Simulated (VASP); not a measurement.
**BN: single point with PBE**

The system is BN.

```
B N
1.0
     7.46503    0.00000    0.00000
    -3.73252    6.46491    0.00000
     0.00000    0.00000    6.49548
B N
18 18
Direct
  0.11120 0.22214 0.25000
  0.22214 0.11120 0.75000
  0.11120 0.55547 0.25000
  0.22214 0.44453 0.75000
  0.11120 0.88880 0.25000
  0.22214 0.77786 0.75000
  0.44453 0.22214 0.25000
  0.55547 0.11120 0.75000
  0.44453 0.55547 0.25000
  0.55547 0.44453 0.75000
  0.44453 0.88880 0.25000
  0.55547 0.77786 0.75000
  0.77786 0.22214 0.25000
  0.88880 0.11120 0.75000
  0.77786 0.55547 0.25000
  0.88880 0.44453 0.75000
  0.77786 0.88880 0.25000
  0.88880 0.77786 0.75000
  0.11141 0.22193 0.75000
  0.22193 0.11141 0.25000
  0.11141 0.55526 0.75000
  0.22193 0.44474 0.25000
  0.11141 0.88859 0.75000
  0.22193 0.77807 0.25000
  0.44474 0.22193 0.75000
  0.55526 0.11141 0.25000
  0.44474 0.55526 0.75000
  0.55526 0.44474 0.25000
  0.44474 0.88859 0.75000
  0.55526 0.77807 0.25000
  0.77807 0.22193 0.75000
  0.88859 0.11141 0.25000
  0.77807 0.55526 0.75000
  0.88859 0.44474 0.25000
  0.77807 0.88859 0.75000
  0.88859 0.77807 0.25000
```

```
Program                : VASP 6.6.1
Task                   : single point
Functional             : PBE
Potentials or basis    : VASP PAW PBE potentials, release 64 (B, N)
Cutoff                 : 600 eV
k mesh                 : 1 × 1 × 1
Occupations            : fermi-dirac, width 0.01 eV
Spin                   : no spin polarisation
Dipole correction      : no
Further INCAR settings : LREAL = Auto; ALGO = Normal; EDIFF = 1e-06; NBANDS = 96
```

```yaml
Pressure: 9.1 GPa
Largest_force: 0.221 eV/Å
Band_gap_on_the_k_mesh: 4.97 eV
```

Forces on the atoms (eV/Å):
```
B   -0.187  0.108  0.000
B    0.187 -0.108  0.000
B   -0.187  0.108  0.000
B    0.187 -0.108  0.000
B   -0.187  0.108  0.000
B    0.187 -0.108  0.000
B   -0.187  0.108  0.000
B    0.187 -0.108  0.000
B   -0.187  0.108  0.000
B    0.187 -0.108  0.000
B   -0.187  0.108  0.000
B    0.187 -0.108  0.000
B   -0.187  0.108  0.000
B    0.187 -0.108  0.000
B   -0.187  0.108  0.000
B    0.187 -0.108  0.000
B   -0.187  0.108  0.000
B    0.187 -0.108  0.000
N   -0.192  0.111  0.000
N    0.192 -0.111  0.000
N   -0.192  0.111  0.000
N    0.192 -0.111  0.000
N   -0.192  0.111  0.000
N    0.192 -0.111  0.000
N   -0.192  0.111  0.000
N    0.192 -0.111  0.000
N   -0.192  0.111  0.000
N    0.192 -0.111  0.000
N   -0.192  0.111  0.000
N    0.192 -0.111  0.000
N   -0.192  0.111  0.000
N    0.192 -0.111  0.000
N   -0.192  0.111  0.000
N    0.192 -0.111  0.000
N   -0.192  0.111  0.000
N    0.192 -0.111  0.000
```

Stress tensor (GPa, compression positive):
```
10.95 -0.53  0.00
-0.53 10.34  0.00
 0.00  0.00  6.04
```

Levels at points of the mesh, in eV from the valence-band top:
```tsv
k point	band 69	band 70	band 71	band 72	band 73	band 74	band 75	band 76
(0.00, 0.00, 0.00)	-0.02	-0.02	0.00	0.00	4.97	4.97	5.00	5.00
```

Run time: 110 s on 1 thread of AMD EPYC 7R43 64-Core Processor (Zen 3) (shared host), peak memory 0.37 GiB.

Caveat: the k points lie up to 0.97 Å⁻¹ apart; an odd mesh through Γ misses points on the zone boundary, where band edges can lie; this functional lacks dispersion, which binds the layers, so the pressure and a relaxed spacing across them are unreliable.
